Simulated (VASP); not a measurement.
# Si5Ge3 (P1) in VASP: relaxation of volume and atoms at fixed shape with PBEsol

Aim: the relaxation of volume and atoms at fixed shape of Si5Ge3 with PBEsol.

All numbers are computed with VASP 6.6.1; they aren't measurements. Logs are shortened: lines on timing, memory, paths and dates and some standing lists are left out, and cuts for length are marked.

## Step 1: The cell of the first run

The typed cell holds 64 atoms: a = 11.050 Å, b = 11.050 Å, c = 11.050 Å, α = 90.00°, β = 90.00°, γ = 90.00°.

## Step 2: Relaxation of volume and atoms at fixed shape, PBEsol

INCAR

```
PREC = Accurate
ENCUT = 550
EDIFF = 1E-7
ISMEAR = -1
SIGMA = 0.05
LREAL = Auto
LASPH = True
NELM = 120
ALGO = Normal
ISIF = 8
LWAVE = False
LCHARG = False
GGA = PS
IBRION = 2
NSW = 100
EDIFFG = -0.03
ISYM = -1
GGA_COMPAT = False
NELMIN = 4
KPAR = 1
```

KPOINTS

```
explicit points
1
Reciprocal
  0.25000000   0.25000000   0.25000000 1
```

POSCAR

```
Si5Ge3
1.0
   11.0501090000      0.0000000000      0.0000000000
    0.0000000000     11.0501090000      0.0000000000
    0.0000000000      0.0000000000     11.0501090000
Ge Si
24 40
Direct
    0.0007980000      0.0018870000      0.9990100000
    0.4985950000      0.4975510000      0.4970170000
    0.1231880000      0.1257220000      0.6243350000
    0.1269680000      0.6236820000      0.1265440000
    0.6249060000      0.6247270000      0.1263730000
    0.2500510000      0.2513030000      0.0009360000
    0.2471470000      0.7509730000      0.4986980000
    0.7512320000      0.2515600000      0.0019760000
    0.7507070000      0.2481580000      0.5000010000
    0.3709760000      0.8743600000      0.1249660000
    0.8739960000      0.3739950000      0.1228740000
    0.8758290000      0.8738210000      0.1217770000
    0.8735070000      0.8744730000      0.6222670000
    0.2502600000      0.5005250000      0.7492350000
    0.7492300000      0.4989360000      0.7490590000
    0.3749970000      0.1270260000      0.3747900000
    0.8737960000      0.1269870000      0.3756030000
    0.8745080000      0.6263820000      0.3759850000
    0.9984140000      0.2490460000      0.7503370000
    0.0006980000      0.7503800000      0.7491820000
    0.4997550000      0.2506450000      0.2485280000
    0.5043810000      0.2526960000      0.7515730000
    0.4989460000      0.7478330000      0.7509370000
    0.1249570000      0.3743410000      0.3744020000
    0.0011850000      0.0006220000      0.5035330000
    0.9996130000      0.4982560000      0.9987710000
    0.0025360000      0.4998050000      0.5000110000
    0.5011310000      0.9971320000      0.9996380000
    0.4991750000      0.0020080000      0.4980850000
    0.5016040000      0.5009500000      0.0000730000
    0.1237140000      0.1251350000      0.1254950000
    0.1297510000      0.6228330000      0.6258760000
    0.6230730000      0.1259790000      0.1229570000
    0.6238940000      0.1233960000      0.6252560000
    0.6246720000      0.6223120000      0.6272950000
    0.2475140000      0.2463050000      0.5025940000
    0.2516740000      0.7509220000      0.0024000000
    0.7476770000      0.7527990000      0.0028310000
    0.7528380000      0.7501220000      0.4998840000
    0.3757140000      0.3748870000      0.1240980000
    0.3757990000      0.3794310000      0.6238740000
    0.3721970000      0.8762940000      0.6227900000
    0.8743140000      0.3743570000      0.6243480000
    0.2490400000      0.9987600000      0.2503580000
    0.2473410000      0.9978230000      0.7497390000
    0.2495520000      0.5006070000      0.2477810000
    0.7478460000      0.9981840000      0.2525400000
    0.7539420000      0.0000920000      0.7502050000
    0.7473380000      0.5004350000      0.2465540000
    0.3733890000      0.1263550000      0.8748280000
    0.3739100000      0.6214940000      0.3782540000
    0.3749820000      0.6261450000      0.8777180000
    0.8747820000      0.1278570000      0.8760840000
    0.8762840000      0.6231410000      0.8752960000
    0.9984870000      0.2508660000      0.2499640000
    0.9955260000      0.7498840000      0.2529200000
    0.4997940000      0.7513760000      0.2488890000
    0.1237110000      0.3746470000      0.8759050000
    0.1272770000      0.8752740000      0.3757690000
    0.1256860000      0.8767610000      0.8752970000
    0.6245990000      0.3757340000      0.3781010000
    0.6232020000      0.3776080000      0.8753290000
    0.6240680000      0.8716180000      0.3781070000
    0.6272370000      0.8751590000      0.8741440000
```

Potentials or basis: VASP PAW PBE potentials, release 64 (Ge_d, Si).

Launch:

```sh
cat potpaw_PBE.64/Ge_d/POTCAR potpaw_PBE.64/Si/POTCAR > POTCAR
mpirun -np 4 vasp_std > vasp.out
```

OUTCAR:

```text
PREC = Accurate
   ENCUT = 550
   EDIFF = 1E-7
   ISMEAR = -1
   LREAL = Auto
   LASPH = True
   NELM = 120
   ISIF = 8
   GGA = PS
   IBRION = 2
   NSW = 100
   EDIFFG = -0.03
   ISYM = -1
   NELMIN = 4

 ion  position               nearest neighbor table
   1  0.001  0.002  0.999-  31 2.38  60 2.38  53 2.39  12 2.40
   2  0.499  0.498  0.497-  61 2.34  51 2.34  41 2.35  35 2.43
   3  0.123  0.126  0.624-  36 2.34  25 2.35  19 2.39  45 2.41
   4  0.127  0.624  0.127-  46 2.34  37 2.40  26 2.43  56 2.45
   5  0.625  0.625  0.126-  49 2.34  30 2.38  57 2.39  38 2.39
   6  0.250  0.251  0.001-  40 2.38  50 2.39  58 2.39  31 2.41
[... 56 lines left out ...]
  63  0.624  0.872  0.378-  39 2.37  57 2.39  29 2.40  47 2.40
  64  0.627  0.875  0.874-  38 2.37  28 2.38  48 2.40  23 2.42

IMPORTANT INFORMATION: All symmetrisations will be switched off!
NOSYMM: (Re-)initialisation of all symmetry stuff for point group C_1.

----------------------------------------------------------------------------------------

                                     Primitive cell

  volume of cell :    1349.2726

  direct lattice vectors                    reciprocal lattice vectors
    11.050109000  0.000000000  0.000000000     0.090496845  0.000000000  0.000000000
     0.000000000 11.050109000  0.000000000     0.000000000  0.090496845  0.000000000
     0.000000000  0.000000000 11.050109000     0.000000000  0.000000000  0.090496845

  length of vectors
    11.050109000 11.050109000 11.050109000     0.090496845  0.090496845  0.090496845

  position of ions in fractional coordinates (direct lattice)
     0.000798000  0.001887000  0.999010000
     0.498595000  0.497551000  0.497017000
     0.123188000  0.125722000  0.624335000
     0.126968000  0.623682000  0.126544000
     0.624906000  0.624727000  0.126373000
     0.250051000  0.251303000  0.000936000
[... 56 lines left out ...]
     0.624068000  0.871618000  0.378107000
     0.627237000  0.875159000  0.874144000

  ion indices of the primitive-cell ions
   primitive index   ion index
                 1           1
                 2           2
                 3           3
                 4           4
                 5           5
                 6           6
[... 56 lines left out ...]
                63          63
                64          64

----------------------------------------------------------------------------------------

 KPOINTS: explicit points

Read explicit list of k-points.

 Found      1 k-points:

 Following reciprocal coordinates:
            Coordinates               Weight
  0.250000  0.250000  0.250000      1.000000
   k-points           NKPTS =      1   k-points in BZ     NKDIM =      1   number of bands    NBANDS=    300
   number of dos      NEDOS =    301   number of ions     NIONS =     64
   total plane-waves  NPLWV = 729000
   dimension x,y,z NGX =    90 NGY =   90 NGZ =   90
   dimension x,y,z NGXF=   180 NGYF=  180 NGZF=  180
   ions per type =              24  40
   NGX,Y,Z   is equivalent  to a cutoff of  13.54, 13.54, 13.54 a.u.
   NGXF,Y,Z  is equivalent  to a cutoff of  27.08, 27.08, 27.08 a.u.
 SYSTEM =  unknown system
   PREC   = accura    normal or accurate (medium, high low for compatibility)
   ISTART =      0    job   : 0-new  1-cont  2-samecut
   ICHARG =      2    charge: 1-file 2-atom 10-const
   ISPIN  =      1    spin polarized calculation?
   LNONCOLLINEAR =      F non collinear calculations
   LSORBIT =      F    spin-orbit coupling
   LASPH  =      T    aspherical Exc in radial PAW
   ENCUT  =  550.0 eV  40.42 Ry    6.36 a.u.  21.13 21.13 21.13*2*pi/ulx,y,z
   NELM   =    120;   NELMIN=  4; NELMDL= -5     # of ELM steps
   EDIFF  = 0.1E-06   stopping-criterion for ELM
   LREAL  =      T    real-space projection
   EDIFFG = -.3E-01   stopping-criterion for IOM
   NSW    =    100    number of steps for IOM
   IBRION =      2    ionic relax: 0-MD 1-quasi-New 2-CG
   NFREE  =      1    steps in history (QN), initial steepest desc. (CG)
   ISIF   =      8    stress and relaxation
   ISYM   =     -1    0-nonsym 1-usesym 2-fastsym
   POTIM  = 0.5000    time-step for ionic-motion
   TEBEG  =    0.0;   TEEND  =   0.0 temperature during run
   PSTRESS=    0.0 pullay stress
   NELECT =     496.0000    total number of electrons
   NUPDOWN=      -1.0000    fix difference up-down
   EMIN   =  10.00;   EMAX   =-10.00  energy-range for DOS
   EFERMI =   0.00;   METHOD = LEGACY
   ISMEAR =    -1;   SIGMA  =   0.05  broadening in eV -4-tet -1-fermi 0-gaus
   EFERMI_NEDOS =   21; number of points for ismear=-14 and -15
   IALGO  =     38    algorithm
   IMIX   =      4    mixing-type and parameters
     AMIX     =   0.40;   BMIX     =  1.00
     AMIX_MAG =   1.60;   BMIX_MAG =  1.00
  volume/ion in A,a.u.               =      21.08       142.27
  Fermi-wavevector in a.u.,A,eV,Ry     =   1.172741  2.216159 18.712389  1.375322
  Thomas-Fermi vector in A             =   2.309165
   LORBIT       =      0    0 simple, 1 ext, 2 COOP (PROOUT), +10 PAW based schemes
   GGA     = PS    functional components
   LHFCALC =     F    Hartree Fock is set to
   AEXX    =    0.0000 exact exchange contribution
   IVDW    =     0    specifies the selected vdW correction
   LEPSILON=     F    determine dielectric tensor
   LRPA    =     F    only Hartree local field effects (RPA)
 conjugate gradient relaxation of ions
 non-spin polarized calculation
  energy-cutoff  :      550.00
  volume of cell :     1349.27
 maximum number of plane-waves:     39546
 NGX is ok and might be reduce to    84
   NGX = 43   NGY = 43   NGZ = 43

--------------------------------------- Ionic step        1  -------------------------------------------

 number of electron     495.9999995 magnetization

 Free energy of the ion-electron system (eV)
  ---------------------------------------------------
  ext. energy  EPLUGINS =         0.00000000
  ---------------------------------------------------
  free energy    TOTEN  =      -346.63204649 eV

  energy without entropy =     -346.63194212  energy(sigma->0) =     -346.63199431

------------------------ aborting loop because EDIFF is reached ----------------------------------------

  FORCE on cell =-STRESS in cart. coord.  units (eV):
  Direction    XX          YY          ZZ          XY          YZ          ZX
  --------------------------------------------------------------------------------------
  -------------------------------------------------------------------------------------
  Total       -3.4828738     -3.4543220     -3.4203499     -8.9823838     -8.2168468     -8.9634514
  in kB       -4.1356963     -4.1017928     -4.0614531    -10.6660228     -9.7569951    -10.6435416
  external PRESSURE =      -4.0996474 kB  Pullay stress =       0.0000000 kB
[... 275 lines left out ...]
  FREE ENERGIE OF THE ION-ELECTRON SYSTEM (eV)
  ---------------------------------------------------
  free  energy   TOTEN  =      -347.5349584019 eV

  energy  without entropy=     -347.5348316898  energy(sigma->0) =     -347.53489505

[... ionic steps 4 to 9 ...]

--------------------------------------- Ionic step       10  -------------------------------------------

 number of electron     496.0000009 magnetization

------------------------ aborting loop because EDIFF is reached ----------------------------------------

  FORCE on cell =-STRESS in cart. coord.  units (eV):
  Direction    XX          YY          ZZ          XY          YZ          ZX
  --------------------------------------------------------------------------------------
  -------------------------------------------------------------------------------------
  Total       -0.0385503     -0.0607879     -0.0988772     -9.1815877     -9.1737984     -9.1475306
  in kB       -0.0460720     -0.0726483     -0.1181693    -10.9730238    -10.9637147    -10.9323217
  external PRESSURE =      -0.0789632 kB  Pullay stress =       0.0000000 kB
[... 181 lines left out ...]
  energy  without entropy=     -347.6258368723  energy(sigma->0) =     -347.62590251

--------------------------------------- Ionic step       12  -------------------------------------------

 number of electron     496.0000011 magnetization

 Free energy of the ion-electron system (eV)
  ---------------------------------------------------
  ext. energy  EPLUGINS =         0.00000000
  ---------------------------------------------------
  free energy    TOTEN  =      -347.62714160 eV

  energy without entropy =     -347.62701060  energy(sigma->0) =     -347.62707610

 E-fermi :   5.6462     XC(G=0):  -9.8024

 val. band max:        5.1244699664   @ k =   0.2500   0.2500   0.2500
 cond. band min:       6.1518290761   @ k =   0.2500   0.2500   0.2500
 fundamental gap:      1.0273591096
 Fermi energy:         5.6461776832

 k-point     1 :       0.2500    0.2500    0.2500
  band No.  band energies     occupation
      1     -18.9608      2.00000
      2     -18.9602      2.00000
      3     -18.9596      2.00000
      4     -18.9573      2.00000
      5     -18.9543      2.00000
      6     -18.9484      2.00000
[... 252 lines left out ...]
    259       7.2343      0.00000
    260       7.2680      0.00000
 [bands above 260 left out]

------------------------ aborting loop because EDIFF is reached ----------------------------------------

  FORCE on cell =-STRESS in cart. coord.  units (eV):
  Direction    XX          YY          ZZ          XY          YZ          ZX
  --------------------------------------------------------------------------------------
  -------------------------------------------------------------------------------------
  Total        0.1263727      0.1047069      0.0687726     -9.1966031     -9.2008132     -9.1517916
  in kB        0.1510602      0.1251618      0.0822076    -10.9932020    -10.9982345    -10.9396364
  external PRESSURE =       0.1194766 kB  Pullay stress =       0.0000000 kB
[... 79 lines left out ...]
  FREE ENERGIE OF THE ION-ELECTRON SYSTEM (eV)
  ---------------------------------------------------
  free  energy   TOTEN  =      -347.6271416014 eV

  energy  without entropy=     -347.6270106011  energy(sigma->0) =     -347.62707610

 reached required accuracy - stopping structural energy minimisation
```

Wall time 52 min (4 MPI ranks of Intel Xeon Platinum 8259CL at 2.50GHz (Skylake/Cascade Lake), shared host); peak memory 0.59 GiB.

Results:

```yaml
Free_energy: -347.6271 eV
Relaxed_volume: 20.94 Å³/atom
Relaxed_cell: a = 11.026 Å, b = 11.026 Å, c = 11.026 Å, α = 90.00°, β = 90.00°, γ = 90.00°
Space_group_after_relaxing_to_0.1_Å: P1 (No. 1)
Energy_gained_by_relaxing: 15.5 meV/atom
Ionic_steps: 12
Pressure_after_relaxing: 0.0 GPa
Largest_force_after_relaxing: 0.019 eV/Å
Band_gap_on_the_k_mesh: 1.03 eV
```

Forces in eV/Å, atoms in the order of the input:
```
Ge   0.005  0.004 -0.005
Ge  -0.010 -0.005  0.006
Ge  -0.002 -0.002 -0.005
Ge   0.002 -0.002 -0.008
Ge  -0.003 -0.012 -0.005
Ge   0.005  0.004  0.006
Ge   0.003  0.006 -0.003
Ge   0.006  0.001 -0.003
Ge   0.014  0.010  0.004
Ge  -0.010 -0.011  0.007
Ge   0.000 -0.015 -0.003
Ge  -0.001 -0.003  0.003
Ge  -0.003  0.003  0.005
Ge  -0.002 -0.004 -0.010
Ge   0.008  0.001  0.003
Ge  -0.003  0.002 -0.003
Ge  -0.002  0.002 -0.005
Ge   0.004 -0.001 -0.005
Ge   0.004 -0.004 -0.006
Ge  -0.006 -0.001  0.008
Ge   0.008  0.006  0.002
Ge  -0.010  0.005 -0.006
Ge   0.001 -0.004  0.011
Ge  -0.002  0.009  0.003
Si   0.003  0.003  0.002
Si  -0.009 -0.002  0.000
Si  -0.010 -0.009  0.003
Si  -0.001  0.014  0.010
Si   0.001 -0.003  0.006
Si  -0.008 -0.009  0.004
Si  -0.004 -0.005 -0.005
Si  -0.009  0.014 -0.008
Si   0.007  0.012  0.003
Si   0.008  0.011 -0.008
Si   0.004 -0.001 -0.001
Si  -0.008  0.004  0.002
Si   0.006 -0.009 -0.013
Si   0.004 -0.016  0.001
Si   0.001  0.006 -0.008
Si  -0.007 -0.006  0.009
Si   0.002  0.005 -0.009
Si  -0.001 -0.004  0.005
Si  -0.004 -0.003  0.006
Si  -0.013 -0.009 -0.002
Si  -0.008  0.008 -0.004
Si  -0.002  0.002  0.002
Si  -0.002  0.015  0.002
Si   0.001  0.007 -0.003
Si  -0.002 -0.006 -0.010
Si  -0.007  0.007  0.006
Si   0.003  0.003  0.012
Si   0.004 -0.009 -0.005
Si   0.008 -0.003 -0.001
Si   0.003 -0.005 -0.005
Si   0.006  0.002  0.004
Si   0.013 -0.002  0.006
Si   0.013 -0.012 -0.002
Si  -0.010 -0.003  0.006
Si   0.001 -0.001  0.004
Si  -0.004  0.002 -0.001
Si   0.000  0.005  0.014
Si   0.004 -0.003 -0.004
Si   0.005  0.006 -0.015
Si   0.006  0.005  0.007
```

Stress tensor (GPa, compression positive):
```
 0.02 -1.10 -1.09
-1.10  0.01 -1.10
-1.09 -1.10  0.01
```

The path:
| step | energy change (eV) | largest force (eV/Å) | pressure (GPa) | volume (Å³) |
| --- | --- | --- | --- | --- |
| 1 | 0.0000 | 1.2300 | -0.41 | 1349.27 |
| 2 | -0.8960 | 0.3368 | 0.10 | 1338.77 |
| 3 | -0.9029 | 0.3381 | 0.17 | 1337.75 |
| 4 | -0.9633 | 0.1326 | -0.07 | 1341.51 |
| 5 | -0.9685 | 0.1248 | -0.16 | 1342.97 |
| 6 | -0.9829 | 0.0746 | 0.07 | 1339.44 |
| 7 | -0.9849 | 0.0672 | 0.19 | 1337.47 |
| 8 | -0.9913 | 0.0491 | -0.05 | 1341.17 |
| 9 | -0.9913 | 0.0492 | -0.05 | 1341.19 |
| 10 | -0.9935 | 0.0314 | -0.01 | 1340.61 |
| 11 | -0.9939 | 0.0356 | 0.01 | 1340.25 |
| 12 | -0.9951 | 0.0186 | 0.01 | 1340.34 |

Final structure:
```
CELL_PARAMETERS angstrom
11.02566 0.00000 0.00000
0.00000 11.02566 0.00000
0.00000 0.00000 11.02566
ATOMIC_POSITIONS crystal
Ge 0.00163 0.00154 0.99855
Ge 0.49955 0.50037 0.49881
Ge 0.12632 0.12267 0.62490
Ge 0.12510 0.62579 0.12511
Ge 0.62396 0.62547 0.12546
Ge 0.25021 0.24989 0.00112
Ge 0.24949 0.75044 0.49917
Ge 0.74688 0.24745 0.99913
Ge 0.74921 0.25051 0.50169
Ge 0.37450 0.87574 0.12517
Ge 0.87654 0.37585 0.12612
Ge 0.87266 0.87330 0.12594
Ge 0.87281 0.87569 0.62357
Ge 0.25023 0.49991 0.75039
Ge 0.74963 0.50143 0.75026
Ge 0.37392 0.12323 0.37670
Ge 0.87516 0.12242 0.37207
Ge 0.87439 0.62545 0.37663
Ge 0.99835 0.25174 0.75135
Ge 0.00180 0.74917 0.75189
Ge 0.50108 0.25126 0.24815
Ge 0.49929 0.24871 0.75029
Ge 0.50038 0.75145 0.75098
Ge 0.12650 0.37502 0.37564
Si 0.00065 0.99807 0.49768
Si 0.99933 0.50080 0.99852
Si 0.00028 0.50011 0.50201
Si 0.50090 0.99983 0.99865
Si 0.50091 0.99840 0.50193
Si 0.49761 0.50008 0.99866
Si 0.12534 0.12584 0.12788
Si 0.12415 0.62326 0.62397
Si 0.62312 0.12106 0.12461
Si 0.62426 0.12220 0.62592
Si 0.62484 0.62693 0.62422
Si 0.25159 0.25054 0.50224
Si 0.25038 0.74983 0.99822
Si 0.74909 0.74959 0.99763
Si 0.74594 0.75004 0.49954
Si 0.37587 0.37840 0.12417
Si 0.37423 0.37355 0.62419
Si 0.37563 0.87697 0.62545
Si 0.87600 0.37727 0.62450
Si 0.24637 0.99987 0.25007
Si 0.25284 0.99816 0.75119
Si 0.25280 0.50063 0.24924
Si 0.74457 0.99749 0.24993
Si 0.74835 0.00078 0.75077
Si 0.74938 0.49932 0.25114
Si 0.37517 0.12204 0.87560
Si 0.37469 0.62563 0.37223
Si 0.37520 0.62601 0.87721
Si 0.87247 0.12395 0.87278
Si 0.87518 0.62577 0.87798
Si 0.00169 0.24883 0.24921
Si 0.00033 0.75112 0.25193
Si 0.49920 0.75115 0.25262
Si 0.12384 0.37669 0.87704
Si 0.12341 0.87587 0.37345
Si 0.12969 0.87531 0.87501
Si 0.62649 0.37607 0.37409
Si 0.62235 0.37665 0.87621
Si 0.62296 0.87459 0.37666
Si 0.62722 0.87720 0.87656
```

Levels at points of the mesh, in eV from the valence-band top:
| k point | band 246 | band 247 | band 248 | band 249 | band 250 | band 251 |
| --- | --- | --- | --- | --- | --- | --- |
| (0.25, 0.25, 0.25) | -0.51 | 0.00 | 0.00 | 1.03 | 1.09 | 1.13 |

Caveat: the PAW data sets were made with another functional, which shifts forces and pressure a little; a shifted mesh leaves out Γ, where band edges can lie.
